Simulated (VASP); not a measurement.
# WSe2 (P-3m1) in VASP: single point with PBE+U

Aim: the single point of WSe2 with PBE+U.

Program: VASP 6.6.1. These are calculated values, not measurements. Logs are shortened: lines on timing, memory, paths and dates and some standing lists are left out, and cuts for length are marked.

## Step 1: The cell of the first run

The typed cell holds 12 atoms: a = 3.376 Å, b = 3.376 Å, c = 27.035 Å, α = 90.00°, β = 90.00°, γ = 120.00°.

## Step 2: Single point, PBE+U

Contents of INCAR:

```
SYSTEM = WSe2
  ALGO = Normal
  EDIFF = 1E-6
  ENCUT = 520
  GGA = PE
  ISIF = 2
  ISMEAR = 0
  LASPH = .TRUE.
  LCHARG = .FALSE.
  LDAU = .TRUE.
  LDAUJ = 0 0
  LDAUL = 2 -1
  LDAUPRINT = 1
  LDAUTYPE = 2
  LDAUU = 5 0
  LMAXMIX = 4
  LREAL = .FALSE.
  LWAVE = .FALSE.
  NBANDS = 64
  NELECT = 105.0
  NELM = 150
  PREC = Accurate
  SIGMA = 0.02
```

Contents of KPOINTS:

```
k-points
0
G
  12 12 1
  0 0 0
```

Contents of POSCAR:

```
WSe2
1.0
    3.3759100163      0.0000000000      0.0000000000
   -1.6879550082      2.9236238350      0.0000000000
    0.0000000000      0.0000000000     27.0349988860
W Se
4 8
Direct
    0.6666666667      0.3333333333      0.8750153922
    0.6666666667      0.3333333333      0.3749547675
    0.3333333333      0.6666666667      0.6250452325
    0.3333333333      0.6666666667      0.1249846078
    0.3333333333      0.6666666667      0.9359900838
    0.3333333333      0.6666666667      0.4359220978
    0.6666666667      0.3333333333      0.6860123786
    0.6666666667      0.3333333333      0.1859596159
    0.3333333333      0.6666666667      0.8140403841
    0.3333333333      0.6666666667      0.3139876214
    0.6666666667      0.3333333333      0.5640779022
    0.6666666667      0.3333333333      0.0640099162
```

Potentials or basis: VASP PAW PBE potentials, release 64 (W_sv, Se).

The run is started by

```sh
$ cat potpaw_PBE.64/W_sv/POTCAR potpaw_PBE.64/Se/POTCAR > POTCAR
$ mpirun -np 1 vasp_std > vasp.out
```

OUTCAR:

```text
SYSTEM = WSe2
   EDIFF = 1E-6
   ENCUT = 520
   GGA = PE
   ISIF = 2
   ISMEAR = 0
   LASPH = .TRUE.
   LREAL = .FALSE.
   NELECT = 105.0
   NELM = 150
   PREC = Accurate

 ion  position               nearest neighbor table
   1  0.667  0.333  0.875-   5 2.55   5 2.55   5 2.55   9 2.55   9 2.55   9 2.55
   2  0.667  0.333  0.375-  10 2.55  10 2.55  10 2.55   6 2.55   6 2.55   6 2.55
   3  0.333  0.667  0.625-   7 2.55   7 2.55   7 2.55  11 2.55  11 2.55  11 2.55
   4  0.333  0.667  0.125-  12 2.55  12 2.55  12 2.55   8 2.55   8 2.55   8 2.55
   5  0.333  0.667  0.936-   1 2.55   1 2.55   1 2.55
   6  0.333  0.667  0.436-   2 2.55   2 2.55   2 2.55
   7  0.667  0.333  0.686-   3 2.55   3 2.55   3 2.55
   8  0.667  0.333  0.186-   4 2.55   4 2.55   4 2.55
   9  0.333  0.667  0.814-   1 2.55   1 2.55   1 2.55
  10  0.333  0.667  0.314-   2 2.55   2 2.55   2 2.55
  11  0.667  0.333  0.564-   3 2.55   3 2.55   3 2.55
  12  0.667  0.333  0.064-   4 2.55   4 2.55   4 2.55

  LATTYP: Found a hexagonal cell.
 ALAT       =     3.3759100163
 C/A-ratio  =     8.0082107507

  Lattice vectors:

 A1 = (   3.3759100163,   0.0000000000,   0.0000000000)
 A2 = (  -1.6879550082,   2.9236238350,   0.0000000000)
 A3 = (   0.0000000000,   0.0000000000,  27.0349988860)

Analysis of symmetry for initial positions (statically):
=====================================================================
 Subroutine PRICEL returns:
 Original cell was already a primitive cell.

 Routine SETGRP: Setting up the symmetry group for a
 hexagonal supercell.

 Subroutine GETGRP returns: Found 12 space group operations
 (whereof 12 operations were pure point group operations)
 out of a pool of 24 trial point group operations.

The static configuration has the point symmetry D_3d.

Analysis of symmetry for dynamics (positions and initial velocities):
=====================================================================
 Subroutine PRICEL returns:
 Original cell was already a primitive cell.

 Routine SETGRP: Setting up the symmetry group for a
 hexagonal supercell.

 Subroutine GETGRP returns: Found 12 space group operations
 (whereof 12 operations were pure point group operations)
 out of a pool of 24 trial point group operations.

The dynamic configuration has the point symmetry D_3d.

 Subroutine INISYM returns: Found 12 space group operations
 (whereof 12 operations are pure point group operations),
 and found     1 'primitive' translations

----------------------------------------------------------------------------------------

                                     Primitive cell

  volume of cell :     266.8325

  direct lattice vectors                    reciprocal lattice vectors
     3.375910016  0.000000000  0.000000000     0.296216426  0.171020633  0.000000000
    -1.687955008  2.923623835  0.000000000     0.000000000  0.342041267  0.000000000
     0.000000000  0.000000000 27.034998886     0.000000000  0.000000000  0.036989090

  length of vectors
     3.375910016  3.375910016 27.034998886     0.342041267  0.342041267  0.036989090

  position of ions in fractional coordinates (direct lattice)
     0.666666667  0.333333333  0.875015392
     0.666666667  0.333333333  0.374954768
     0.333333333  0.666666667  0.625045232
     0.333333333  0.666666667  0.124984608
     0.333333333  0.666666667  0.935990084
     0.333333333  0.666666667  0.435922098
[... 54 lines left out ...]
  0.333333  0.000000  0.000000      6.000000
  0.416667  0.000000  0.000000      6.000000
[... 11 lines left out ...]
  0.333333  0.250000  0.000000     12.000000
  0.333333  0.333333  0.000000      2.000000
   k-points           NKPTS =     19   k-points in BZ     NKDIM =     19   number of bands    NBANDS=     64
   number of dos      NEDOS =    301   number of ions     NIONS =     12
   total plane-waves  NPLWV = 164640
   dimension x,y,z NGX =    28 NGY =   28 NGZ =  210
   dimension x,y,z NGXF=    56 NGYF=   56 NGZF=  420
   ions per type =               4   8
   NGX,Y,Z   is equivalent  to a cutoff of  13.79, 13.79, 12.91 a.u.
   NGXF,Y,Z  is equivalent  to a cutoff of  27.58, 27.58, 25.83 a.u.
 SYSTEM =  WSe2
   PREC   = accura    normal or accurate (medium, high low for compatibility)
   ISTART =      0    job   : 0-new  1-cont  2-samecut
   ICHARG =      2    charge: 1-file 2-atom 10-const
   ISPIN  =      1    spin polarized calculation?
   LNONCOLLINEAR =      F non collinear calculations
   LSORBIT =      F    spin-orbit coupling
   LASPH  =      T    aspherical Exc in radial PAW
   ENCUT  =  520.0 eV  38.22 Ry    6.18 a.u.   6.28  6.28 50.27*2*pi/ulx,y,z
   NELM   =    150;   NELMIN=  2; NELMDL= -5     # of ELM steps
   EDIFF  = 0.1E-05   stopping-criterion for ELM
   LREAL  =      F    real-space projection
[... 7 lines left out ...]
   TEBEG  =    0.0;   TEEND  =   0.0 temperature during run
   PSTRESS=    0.0 pullay stress
   NELECT =     105.0000    total number of electrons
   NUPDOWN=      -1.0000    fix difference up-down
   EMIN   =  10.00;   EMAX   =-10.00  energy-range for DOS
   EFERMI =   0.00;   METHOD = LEGACY
   ISMEAR =     0;   SIGMA  =   0.02  broadening in eV -4-tet -1-fermi 0-gaus
   EFERMI_NEDOS =   21; number of points for ismear=-14 and -15
   IALGO  =     38    algorithm
   IMIX   =      4    mixing-type and parameters
     AMIX     =   0.40;   BMIX     =  1.00
     AMIX_MAG =   1.60;   BMIX_MAG =  1.00
  volume/ion in A,a.u.               =      22.24       150.06
  Fermi-wavevector in a.u.,A,eV,Ry     =   1.199661  2.267030 19.581305  1.439185
  Thomas-Fermi vector in A             =   2.335517
   LORBIT       =      0    0 simple, 1 ext, 2 COOP (PROOUT), +10 PAW based schemes
 LDA+U is selected, type is set to LDAUTYPE =  2
   angular momentum for each species LDAUL =     2   -1
   U (eV)           for each species LDAUU =   5.0  0.0
   J (eV)           for each species LDAUJ =   0.0  0.0
   GGA     = PE    functional components
   LHFCALC =     F    Hartree Fock is set to
   AEXX    =    0.0000 exact exchange contribution
   IVDW    =     0    specifies the selected vdW correction
   LEPSILON=     F    determine dielectric tensor
   LRPA    =     F    only Hartree local field effects (RPA)
 non-spin polarized calculation
 Gauss-broadening in eV      SIGMA  =   0.02
  energy-cutoff  :      520.00
  volume of cell :      266.83
 maximum number of plane-waves:      7240
 NGX is ok and might be reduce to    28
   NGX = 13   NGY = 13   NGZ =101

atom =   1  type =  1  l = 2

 onsite density matrix

spin component  1
[... 116 lines left out ...]
  o =  0.2965  v = -0.0003  0.7489  0.0000  0.6626 -0.0003  0.0000  0.0000  0.0000  0.0000  0.0000      0.0000  0.0000  0.0000  0.0000  0.0000  0.0000  0.0000  0.0000  0.0000  0.0000
  o =  0.2965  v =  0.0000  0.0000  0.0000  0.0000  0.0000 -0.0003  0.7489  0.0000  0.6626 -0.0003      0.0000  0.0000  0.0000  0.0000  0.0000  0.0000  0.0000  0.0000  0.0000  0.0000
  o =  0.2965  v =  0.0000  0.0000  0.0000  0.0000  0.0000 -0.0003 -0.6626  0.0000  0.7489  0.0003      0.0000  0.0000  0.0000  0.0000  0.0000  0.0000  0.0000  0.0000  0.0000  0.0000
  o =  0.2965  v = -0.0003 -0.6626  0.0000  0.7489  0.0003  0.0000  0.0000  0.0000  0.0000  0.0000      0.0000  0.0000  0.0000  0.0000  0.0000  0.0000  0.0000  0.0000  0.0000  0.0000
  o =  0.3110  v =  0.9889  0.0001 -0.0000  0.0004  0.1487  0.0000  0.0000  0.0000  0.0000  0.0000      0.0000  0.0000  0.0000  0.0000  0.0000  0.0000  0.0000  0.0000  0.0000  0.0000
  o =  0.3110  v =  0.0000  0.0000  0.0000  0.0000  0.0000  0.9889  0.0001 -0.0000  0.0004  0.1487      0.0000  0.0000  0.0000  0.0000  0.0000  0.0000  0.0000  0.0000  0.0000  0.0000
  o =  0.3110  v = -0.1487  0.0004  0.0000 -0.0001  0.9889  0.0000  0.0000  0.0000  0.0000  0.0000      0.0000  0.0000  0.0000  0.0000  0.0000  0.0000  0.0000  0.0000  0.0000  0.0000
  o =  0.3110  v =  0.0000  0.0000  0.0000  0.0000  0.0000 -0.1487  0.0004  0.0000 -0.0001  0.9889      0.0000  0.0000  0.0000  0.0000  0.0000  0.0000  0.0000  0.0000  0.0000  0.0000
  o =  0.4370  v =  0.0000  0.0000  0.0000  0.0000  0.0000  0.0000 -0.0000  1.0000  0.0000 -0.0000      0.0000  0.0000  0.0000  0.0000  0.0000  0.0000  0.0000  0.0000  0.0000  0.0000
  o =  0.4370  v =  0.0000 -0.0000  1.0000  0.0000 -0.0000  0.0000  0.0000  0.0000  0.0000  0.0000      0.0000  0.0000  0.0000  0.0000  0.0000  0.0000  0.0000  0.0000  0.0000  0.0000

 number of electron     104.9999999 magnetization

 Free energy of the ion-electron system (eV)
  ---------------------------------------------------
  ext. energy  EPLUGINS =         0.00000000
  ---------------------------------------------------
  free energy    TOTEN  =       -57.56067318 eV

  energy without entropy =      -57.55995592  energy(sigma->0) =      -57.56031455

 E-fermi :   6.7496     XC(G=0): -10.2692

 val. band max:        6.7356966473   @ k =   0.2500   0.1667   0.0000
 cond. band min:       6.7829022947   @ k =   0.2500   0.0833   0.0000
 fundamental gap:      0.0472056474
 Fermi energy:         6.7495779038

 k-point     1 :       0.0000    0.0000    0.0000
  band No.  band energies     occupation
      1     -69.5099      2.00000
      2     -69.5099      2.00000
      3     -69.5095      2.00000
      4     -69.5095      2.00000
      5     -33.6707      2.00000
      6     -33.6707      2.00000
[... 1262 lines left out ...]
     63       8.6879      0.00000
     64       8.7546      0.00000

------------------------ aborting loop because EDIFF is reached ----------------------------------------

  FORCE on cell =-STRESS in cart. coord.  units (eV):
  Direction    XX          YY          ZZ          XY          YZ          ZX
  --------------------------------------------------------------------------------------
  -------------------------------------------------------------------------------------
  Total       14.4193016     14.4193016     17.6745440     -0.0000000      0.0000000      0.0000000
  in kB       86.5797040     86.5797040    106.1255828     -0.0000000      0.0000000      0.0000000
  external PRESSURE =      93.0949969 kB  Pullay stress =       0.0000000 kB

 VOLUME and BASIS-vectors are now :
 -----------------------------------------------------------------------------
  energy-cutoff  :      520.00
  volume of cell :      266.83
      direct lattice vectors                 reciprocal lattice vectors
     3.375910016  0.000000000  0.000000000     0.296216426  0.171020633  0.000000000
    -1.687955008  2.923623835  0.000000000     0.000000000  0.342041267  0.000000000
     0.000000000  0.000000000 27.034998886     0.000000000  0.000000000  0.036989090

 POSITION                                       TOTAL-FORCE (eV/Angst)
 -----------------------------------------------------------------------------------
      1.68796      0.97454     23.65604        -0.000000      0.000000     -0.000332
      1.68796      0.97454     10.13690        -0.000000      0.000000      0.000473
     -0.00000      1.94908     16.89810         0.000000     -0.000000     -0.000473
     -0.00000      1.94908      3.37896         0.000000      0.000000      0.000332
     -0.00000      1.94908     25.30449         0.000000     -0.000000      0.480809
     -0.00000      1.94908     11.78515        -0.000000     -0.000000      0.484053
      1.68796      0.97454     18.54634        -0.000000      0.000000      0.483895
      1.68796      0.97454      5.02742         0.000000      0.000000      0.480503
     -0.00000      1.94908     22.00758         0.000000     -0.000000     -0.480503
     -0.00000      1.94908      8.48865         0.000000      0.000000     -0.483895
      1.68796      0.97454     15.24985         0.000000      0.000000     -0.484053
      1.68796      0.97454      1.73051        -0.000000      0.000000     -0.480809
 -----------------------------------------------------------------------------------
    total drift:                                0.000000     -0.000000      0.000000

  FREE ENERGIE OF THE ION-ELECTRON SYSTEM (eV)
  ---------------------------------------------------
  free  energy   TOTEN  =       -57.5606731823 eV

  energy  without entropy=      -57.5599559190  energy(sigma->0) =      -57.56031455
```

Run time: 11 min. Hardware: 1 thread of Intel Xeon Platinum 8259CL at 2.50GHz (Skylake/Cascade Lake), shared host; peak memory 0.55 GiB.

Results:

```
Free energy   : -57.5607 eV
Largest force : 0.484 eV/Å
```

Forces on the atoms (eV/Å):
```
W    0.000  0.000  0.000
W    0.000  0.000  0.000
W    0.000  0.000  0.000
W    0.000  0.000  0.000
Se   0.000  0.000  0.481
Se   0.000  0.000  0.484
Se   0.000  0.000  0.484
Se   0.000  0.000  0.481
Se   0.000  0.000 -0.481
Se   0.000  0.000 -0.484
Se   0.000  0.000 -0.484
Se   0.000  0.000 -0.481
```

Levels at points of the mesh, in eV from the Fermi level:
| k point | band 49 | band 50 | band 51 | band 52 | band 53 | band 54 | band 55 | band 56 |
| --- | --- | --- | --- | --- | --- | --- | --- | --- |
| (0.00, 0.00, 0.00) | -2.18 | -1.58 | -1.58 | -1.38 | 1.29 | 1.29 | 1.29 | 1.29 |
| (0.50, 0.00, 0.00) | -2.71 | -2.63 | -2.63 | -2.58 | 0.85 | 0.86 | 0.87 | 0.87 |

Eigenvalues of the final occupation matrices:
```tsv
site	spin	trace	eigenvalues
site 1 d	1	1.65	0.30 0.30 0.31 0.31 0.44
site 1 d	2	1.65	0.30 0.30 0.31 0.31 0.44
site 2 d	1	1.65	0.30 0.30 0.31 0.31 0.44
site 2 d	2	1.65	0.30 0.30 0.31 0.31 0.44
site 3 d	1	1.65	0.30 0.30 0.31 0.31 0.44
site 3 d	2	1.65	0.30 0.30 0.31 0.31 0.44
site 4 d	1	1.65	0.30 0.30 0.31 0.31 0.44
site 4 d	2	1.65	0.30 0.30 0.31 0.31 0.44
```

Caveat: the cell carries a net charge on a neutralising background, which shifts energy and pressure; the cell is charged against a uniform background, so pressure and absolute levels hang on convention; spin-orbit coupling is left out, which moves the levels of the heavy elements; this functional lacks dispersion, which binds layers or chains, so the pressure and a relaxed spacing across them are unreliable; U without spin polarisation on a metal has little footing.
